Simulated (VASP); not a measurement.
Si16O (a cell with a defect): single point with r2SCAN+D3(BJ)

Si16O (a cell with a defect):

```
CELL_PARAMETERS angstrom
0.00000 5.43000 5.43000
5.43000 0.00000 5.43000
5.43000 5.43000 0.00000
ATOMIC_POSITIONS crystal
Si 0.99593 0.00777 0.99658
Si 0.11185 0.14030 0.11758
Si 0.06140 0.97262 0.48251
Si 0.12750 0.12858 0.62640
Si 0.00463 0.50370 0.00873
Si 0.13245 0.63251 0.12599
Si 0.99655 0.49598 0.49971
Si 0.10209 0.60173 0.65101
Si 0.48927 0.98880 0.02529
Si 0.62252 0.12226 0.13017
Si 0.50701 0.00673 0.50584
Si 0.62629 0.12515 0.64015
Si 0.50768 0.49568 0.99675
Si 0.64115 0.61118 0.11735
Si 0.47327 0.56135 0.48224
Si 0.62908 0.62723 0.62653
O 0.33213 0.83288 0.38856
```

- Program: VASP 6.6.1
- Task: single point
- Functional: r2SCAN
- Dispersion: D3(BJ)
- Potentials or basis: VASP PAW PBE potentials, release 64 (Si, O)
- Cutoff: 520 eV
- k mesh: 2 × 2 × 2
- Occupations: gaussian, width 0.05 eV
- Spin: collinear spin, zero start
- Starting moments: [0.0, 0.0, 0.0, 0.0, 0.0, 0.0, 0.0, 0.0, 0.0, 0.0, 0.0, 0.0, 0.0, 0.0, 0.0, 0.0, 0.0] μB

```
Pressure                                              : 2.7 GPa
Largest force                                         : 0.653 eV/Å
Band gap on the k mesh                                : zero (filled and empty bands overlap)
Net moment                                            : 0.00 μB per cell
Valence electrons inside the program's atomic spheres : Si 1.73, 1.74, 1.65, 1.77, 1.71, 1.75, 1.66, 1.72, 1.63 (each value once); O 5.15
Dispersion energy per atom                            : -0.147 eV
```

Forces on the atoms (eV/Å):
```
Si   0.086  0.045 -0.080
Si   0.029  0.069  0.056
Si   0.185 -0.122 -0.187
Si  -0.085  0.096 -0.064
Si   0.013  0.000 -0.294
Si  -0.065 -0.059  0.057
Si  -0.017 -0.025  0.019
Si   0.150  0.171 -0.035
Si  -0.116 -0.115  0.217
Si   0.063  0.063 -0.015
Si   0.041  0.045 -0.014
Si  -0.028 -0.031  0.177
Si   0.045  0.092 -0.070
Si   0.087  0.024  0.051
Si  -0.063  0.117 -0.176
Si   0.092 -0.100 -0.066
O   -0.416 -0.270  0.424
```

Stress tensor (GPa, compression positive):
```
2.32 1.47 0.00
1.47 2.29 0.01
0.00 0.01 3.35
```

Levels at points of the mesh, in eV from the Fermi level:
Spin up:
```tsv
k point	band 33	band 34	band 35	band 36	band 37	band 38
(0.00, 0.00, 0.00)	-0.47	-0.19	0.05	0.44	0.56	0.76
(0.50, 0.00, 0.00)	-1.19	-0.82	-0.70	0.37	1.34	1.53
(0.00, 0.50, 0.00)	-1.19	-0.82	-0.70	0.37	1.34	1.53
(0.00, 0.00, 0.50)	-1.05	-0.97	-0.67	0.65	1.42	1.44
(0.50, 0.50, 0.50)	-1.10	-0.88	-0.43	0.47	1.40	1.40
(0.50, 0.50, 0.00)	-1.58	-1.53	-1.03	0.30	1.05	1.26
(0.00, 0.50, 0.50)	-1.58	-1.47	-0.65	0.01	1.22	1.29
(0.50, 0.00, 0.50)	-1.58	-1.47	-0.64	0.00	1.22	1.29
```
Spin down:
```csv
k point,band 33,band 34,band 35,band 36,band 37,band 38
"(0.00, 0.00, 0.00)",-0.47,-0.19,0.05,0.44,0.56,0.76
"(0.50, 0.00, 0.00)",-1.19,-0.82,-0.70,0.37,1.34,1.53
"(0.00, 0.50, 0.00)",-1.19,-0.82,-0.70,0.37,1.34,1.53
"(0.00, 0.00, 0.50)",-1.05,-0.97,-0.67,0.65,1.42,1.44
"(0.50, 0.50, 0.50)",-1.10,-0.88,-0.43,0.47,1.40,1.40
"(0.50, 0.50, 0.00)",-1.58,-1.53,-1.03,0.30,1.05,1.26
"(0.00, 0.50, 0.50)",-1.58,-1.47,-0.65,0.01,1.22,1.29
"(0.50, 0.00, 0.50)",-1.58,-1.47,-0.64,0.00,1.22,1.29
```

Wall time 21 min on 1 thread of Intel Xeon 8259CL, with other jobs on the host, peak memory 0.86 GiB.

Caveat: the k points lie up to 0.50 Å⁻¹ apart; the PAW data sets were made with another functional, which shifts forces and pressure a little.
